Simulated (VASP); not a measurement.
# Fe (Fd-3m) in VASP: relaxation of cell and atoms with PBEsol

Aim: the relaxation of cell and atoms of Fe with PBEsol.

Program: VASP 6.6.1. These are calculated values, not measurements. Logs are shortened: lines on timing, memory, paths and dates and some standing lists are left out, and cuts for length are marked.

## 1. The cell of the first run

The structure is cubic, space group Fd-3m (No. 227). Conventional cell: a = 4.751 Å, b = 4.751 Å, c = 4.751 Å, α = 90.00°, β = 90.00°, γ = 90.00°. Fe (site symmetry -43m) has 4 Fe at 2.06 Å within 2.7 Å.

This isn't the form of Fe at room conditions, which is bcc.

## 2. Relaxation of cell and atoms, PBEsol

INCAR reads:

```
SYSTEM = Fe
  PREC = Accurate
  ENCUT = 690
  EDIFF = 1E-7
  ISMEAR = 0
  SIGMA = 0.1
  LREAL = .FALSE.
  LASPH = .TRUE.
  NELM = 120
  ALGO = Normal
  ISIF = 3
  LWAVE = .FALSE.
  LCHARG = .FALSE.
  GGA = PS
  IBRION = 2
  NSW = 90
  EDIFFG = -0.04
  GGA_COMPAT = .FALSE.
  NELMIN = 4
```

KPOINTS reads:

```
regular mesh
0
G
  6 6 6
  0 0 0
```

POSCAR reads:

```
Fe
1.0
    0.0000000000      2.3755431895      2.3755431895
    2.3755431895      0.0000000000      2.3755431895
    2.3755431895      2.3755431895      0.0000000000
Fe
2
Direct
    0.5000000000      0.5000000000      0.5000000000
    0.7500000000      0.7500000000      0.7500000000
```

Potentials or basis: VASP PAW PBE potentials, release 64 (Fe_sv).

The run is started by

```console
> cat potpaw_PBE.64/Fe_sv/POTCAR > POTCAR
> mpirun -np 1 vasp_std > vasp.out
```

OUTCAR:

```text
SYSTEM = Fe
   PREC = Accurate
   ENCUT = 690
   EDIFF = 1E-7
   ISMEAR = 0
   LREAL = .FALSE.
   LASPH = .TRUE.
   NELM = 120
   ISIF = 3
   GGA = PS
   IBRION = 2
   NSW = 90
   EDIFFG = -0.04
   NELMIN = 4

 ion  position               nearest neighbor table
   1  0.500  0.500  0.500-   2 2.06   2 2.06   2 2.06   2 2.06
   2  0.750  0.750  0.750-   1 2.06   1 2.06   1 2.06   1 2.06

  LATTYP: Found a face centered cubic cell.
 ALAT       =     4.7510863790

  Lattice vectors:

 A1 = (   0.0000000000,   2.3755431895,   2.3755431895)
 A2 = (   2.3755431895,   0.0000000000,   2.3755431895)
 A3 = (   2.3755431895,   2.3755431895,   0.0000000000)

Analysis of symmetry for initial positions (statically):
=====================================================================
 Subroutine PRICEL returns:
 Original cell was already a primitive cell.

 Routine SETGRP: Setting up the symmetry group for a
 face centered cubic supercell.

 Subroutine GETGRP returns: Found 48 space group operations
 (whereof 24 operations were pure point group operations)
 out of a pool of 48 trial point group operations.

The static configuration has the point symmetry T_d .
 The point group associated with its full space group is O_h .

Analysis of symmetry for dynamics (positions and initial velocities):
=====================================================================
 Subroutine PRICEL returns:
 Original cell was already a primitive cell.

 Routine SETGRP: Setting up the symmetry group for a
 face centered cubic supercell.

 Subroutine GETGRP returns: Found 48 space group operations
 (whereof 24 operations were pure point group operations)
 out of a pool of 48 trial point group operations.

The dynamic configuration has the point symmetry T_d .
 The point group associated with its full space group is O_h .

 Subroutine INISYM returns: Found 48 space group operations
 (whereof 24 operations are pure point group operations),
 and found     1 'primitive' translations

----------------------------------------------------------------------------------------

                                     Primitive cell

  volume of cell :      26.8114

  direct lattice vectors                    reciprocal lattice vectors
     0.000000000  2.375543190  2.375543190    -0.210478177  0.210478177  0.210478177
     2.375543190  0.000000000  2.375543190     0.210478177 -0.210478177  0.210478177
     2.375543190  2.375543190  0.000000000     0.210478177  0.210478177 -0.210478177

  length of vectors
     3.359525397  3.359525397  3.359525397     0.364558897  0.364558897  0.364558897

  position of ions in fractional coordinates (direct lattice)
     0.500000000  0.500000000  0.500000000
     0.750000000  0.750000000  0.750000000

  ion indices of the primitive-cell ions
   primitive index   ion index
                 1           1
                 2           2

----------------------------------------------------------------------------------------

 KPOINTS: regular mesh

Automatic generation of k-mesh.
 Grid dimensions read from file:
 generate k-points for:    6    6    6

 Generating k-lattice:

  Cartesian coordinates                     Fractional coordinates (reciprocal lattice)
    -0.035079696  0.035079696  0.035079696     0.166666667  0.000000000  0.000000000
     0.035079696 -0.035079696  0.035079696     0.000000000  0.166666667  0.000000000
     0.035079696  0.035079696 -0.035079696     0.000000000  0.000000000  0.166666667

  Length of vectors
     0.060759816  0.060759816  0.060759816

  Shift w.r.t. Gamma in fractional coordinates (k-lattice)
     0.000000000  0.000000000  0.000000000

 Subroutine IBZKPT returns following result:
 ===========================================

 Found     16 irreducible k-points:

 Following reciprocal coordinates:
            Coordinates               Weight
  0.000000  0.000000  0.000000      1.000000
  0.166667  0.000000  0.000000      8.000000
  0.333333  0.000000  0.000000      8.000000
  0.500000  0.000000  0.000000      4.000000
  0.166667  0.166667  0.000000      6.000000
  0.333333  0.166667  0.000000     24.000000
[... 8 lines left out ...]
 -0.333333  0.333333  0.166667     24.000000
 -0.333333  0.500000  0.166667     12.000000
   k-points           NKPTS =     16   k-points in BZ     NKDIM =     16   number of bands    NBANDS=     20
   number of dos      NEDOS =    301   number of ions     NIONS =      2
   total plane-waves  NPLWV =  27000
   dimension x,y,z NGX =    30 NGY =   30 NGZ =   30
   dimension x,y,z NGXF=    60 NGYF=   60 NGZF=   60
   ions per type =               2
   NGX,Y,Z   is equivalent  to a cutoff of  14.85, 14.85, 14.85 a.u.
   NGXF,Y,Z  is equivalent  to a cutoff of  29.69, 29.69, 29.69 a.u.
 SYSTEM =  Fe
   PREC   = accura    normal or accurate (medium, high low for compatibility)
   ISTART =      0    job   : 0-new  1-cont  2-samecut
   ICHARG =      2    charge: 1-file 2-atom 10-const
   ISPIN  =      1    spin polarized calculation?
   LNONCOLLINEAR =      F non collinear calculations
   LSORBIT =      F    spin-orbit coupling
   LASPH  =      T    aspherical Exc in radial PAW
   ENCUT  =  690.0 eV  50.71 Ry    7.12 a.u.   7.20  7.20  7.20*2*pi/ulx,y,z
   NELM   =    120;   NELMIN=  4; NELMDL= -5     # of ELM steps
   EDIFF  = 0.1E-06   stopping-criterion for ELM
   LREAL  =      F    real-space projection
   EDIFFG = -.4E-01   stopping-criterion for IOM
   NSW    =     90    number of steps for IOM
   IBRION =      2    ionic relax: 0-MD 1-quasi-New 2-CG
   NFREE  =      1    steps in history (QN), initial steepest desc. (CG)
   ISIF   =      3    stress and relaxation
   ISYM   =      2    0-nonsym 1-usesym 2-fastsym
   POTIM  = 0.5000    time-step for ionic-motion
   TEBEG  =    0.0;   TEEND  =   0.0 temperature during run
   PSTRESS=    0.0 pullay stress
   NELECT =      32.0000    total number of electrons
   NUPDOWN=      -1.0000    fix difference up-down
   EMIN   =  10.00;   EMAX   =-10.00  energy-range for DOS
   EFERMI =   0.00;   METHOD = LEGACY
   ISMEAR =     0;   SIGMA  =   0.10  broadening in eV -4-tet -1-fermi 0-gaus
   EFERMI_NEDOS =   21; number of points for ismear=-14 and -15
   IALGO  =     38    algorithm
   IMIX   =      4    mixing-type and parameters
     AMIX     =   0.40;   BMIX     =  1.00
     AMIX_MAG =   1.60;   BMIX_MAG =  1.00
  volume/ion in A,a.u.               =      13.41        90.47
  Fermi-wavevector in a.u.,A,eV,Ry     =   1.736542  3.281588 41.029419  3.015577
  Thomas-Fermi vector in A             =   2.809937
   LORBIT       =      0    0 simple, 1 ext, 2 COOP (PROOUT), +10 PAW based schemes
   GGA     = PS    functional components
   LHFCALC =     F    Hartree Fock is set to
   AEXX    =    0.0000 exact exchange contribution
   IVDW    =     0    specifies the selected vdW correction
   LEPSILON=     F    determine dielectric tensor
   LRPA    =     F    only Hartree local field effects (RPA)
 conjugate gradient relaxation of ions
 non-spin polarized calculation
 Gauss-broadening in eV      SIGMA  =   0.10
  energy-cutoff  :      690.00
  volume of cell :       26.81
 maximum number of plane-waves:      1113
 NGX is ok and might be reduce to    30
   NGX = 15   NGY = 15   NGZ = 15

--------------------------------------- Ionic step        1  -------------------------------------------

 number of electron      32.0000027 magnetization

 Free energy of the ion-electron system (eV)
  ---------------------------------------------------
  ext. energy  EPLUGINS =         0.00000000
  ---------------------------------------------------
  free energy    TOTEN  =       -15.44846542 eV

  energy without entropy =      -15.43641642  energy(sigma->0) =      -15.44244092

------------------------ aborting loop because EDIFF is reached ----------------------------------------

  FORCE on cell =-STRESS in cart. coord.  units (eV):
  Direction    XX          YY          ZZ          XY          YZ          ZX
  --------------------------------------------------------------------------------------
  -------------------------------------------------------------------------------------
  Total        0.8657300      0.8657300      0.8657300     -0.0000000     -0.0000000      0.0000000
  in kB       51.7337875     51.7337875     51.7337875     -0.0000000     -0.0000000      0.0000000
  external PRESSURE =      51.7337875 kB  Pullay stress =       0.0000000 kB

 VOLUME and BASIS-vectors are now :
 -----------------------------------------------------------------------------
  energy-cutoff  :      690.00
  volume of cell :       26.81
      direct lattice vectors                 reciprocal lattice vectors
     0.000000000  2.375543190  2.375543190    -0.210478177  0.210478177  0.210478177
     2.375543190  0.000000000  2.375543190     0.210478177 -0.210478177  0.210478177
     2.375543190  2.375543190  0.000000000     0.210478177  0.210478177 -0.210478177
[... 37 lines left out ...]
 POSITION                                       TOTAL-FORCE (eV/Angst)
 -----------------------------------------------------------------------------------
      2.42515      2.42515      2.42515        -0.000000     -0.000000     -0.000000
      3.63773      3.63773      3.63773         0.000000      0.000000      0.000000
 -----------------------------------------------------------------------------------
    total drift:                                0.000000     -0.000000      0.000000

  FREE ENERGIE OF THE ION-ELECTRON SYSTEM (eV)
  ---------------------------------------------------
  free  energy   TOTEN  =       -15.4399336649 eV

  energy  without entropy=      -15.4263170838  energy(sigma->0) =      -15.43312537

--------------------------------------- Ionic step        3  -------------------------------------------

 number of electron      32.0000020 magnetization

 Free energy of the ion-electron system (eV)
  ---------------------------------------------------
  ext. energy  EPLUGINS =         0.00000000
  ---------------------------------------------------
  free energy    TOTEN  =       -15.45971718 eV

  energy without entropy =      -15.44703658  energy(sigma->0) =      -15.45337688

 E-fermi :   9.0327     XC(G=0): -12.4488

 val. band max:        8.9003784185   @ k =   0.3333   0.1667   0.0000
 cond. band min:       9.0644719592   @ k =   0.5000   0.1667   0.0000
 fundamental gap:      0.1640935407
 Fermi energy:         9.0326576859

 k-point     1 :       0.0000    0.0000    0.0000
  band No.  band energies     occupation
      1     -77.8854      2.00000
      2     -77.4086      2.00000
      3     -44.2252      2.00000
      4     -44.2252      2.00000
      5     -44.2252      2.00000
      6     -43.5379      2.00000
[... 12 lines left out ...]
     19      10.3803      0.00000
     20      23.7493      0.00000
[... 365 lines left out ...]
 POSITION                                       TOTAL-FORCE (eV/Angst)
 -----------------------------------------------------------------------------------
      2.39663      2.39663      2.39663         0.000000     -0.000000      0.000000
      3.59495      3.59495      3.59495        -0.000000      0.000000     -0.000000
 -----------------------------------------------------------------------------------
    total drift:                                0.000000     -0.000000      0.000000

  FREE ENERGIE OF THE ION-ELECTRON SYSTEM (eV)
  ---------------------------------------------------
  free  energy   TOTEN  =       -15.4597171809 eV

  energy  without entropy=      -15.4470365831  energy(sigma->0) =      -15.45337688

 reached required accuracy - stopping structural energy minimisation
```

Run time: 32 s. Hardware: 1 thread of Intel Xeon Platinum 8375C at 2.90GHz (Ice Lake), shared host; peak memory 0.17 GiB.

Results:

```
Free energy                           : -15.4597 eV
Relaxed volume                        : 13.77 Å³/atom
Relaxed cell                          : a = 3.389 Å, b = 3.389 Å, c = 3.389 Å, α = 60.00°, β = 60.00°, γ = 60.00°
Space group after relaxing (to 0.1 Å) : Fd-3m (No. 227)
Energy gained by relaxing             : 5.6 meV/atom
Ionic steps                           : 3
Pressure after relaxing               : 0.0 GPa
Band gap on the k mesh                : zero (bands 16 and 17 overlap by 0.72 eV)
```

Step by step:
```
step  energy change (eV)  largest force (eV/Å)  pressure (GPa)  volume (Å³)
   1              0.0000                0.0000            5.17        26.81
   2              0.0085                0.0000           -6.14        28.53
   3             -0.0113                0.0000           -0.05        27.53
```

Final structure:
```yaml
crystal:
  lattice:
    - [0.00000, 2.39663, 2.39663]
    - [2.39663, 0.00000, 2.39663]
    - [2.39663, 2.39663, 0.00000]
  atoms:
    - { symbol: Fe, position: [0.50000, 0.50000, 0.50000] }
    - { symbol: Fe, position: [0.75000, 0.75000, 0.75000] }
```

Levels at points of the mesh, in eV from the Fermi level:
| k point | band 13 | band 14 | band 15 | band 16 | band 17 | band 18 | band 19 | band 20 |
| --- | --- | --- | --- | --- | --- | --- | --- | --- |
| (0.00, 0.00, 0.00) | -2.59 | -2.59 | -0.42 | -0.42 | -0.42 | 1.35 | 1.35 | 14.72 |
| (0.50, 0.00, 0.00) | -2.62 | -2.62 | -1.17 | 0.19 | 0.19 | 1.07 | 1.07 | 2.64 |
| (0.50, 0.50, 0.00) | -1.42 | -1.42 | -0.79 | -0.79 | 1.29 | 1.29 | 2.86 | 2.86 |

Caveat: the k points lie up to 0.38 Å⁻¹ apart in the final cell, too coarse for converged energies and pressures of a metal; the PAW data sets were made with another functional, which shifts forces and pressure a little; the run has no spin polarisation, though such a crystal can be magnetic.

The gap in the log of VASP goes by the Fermi energy; the results here count the filled bands.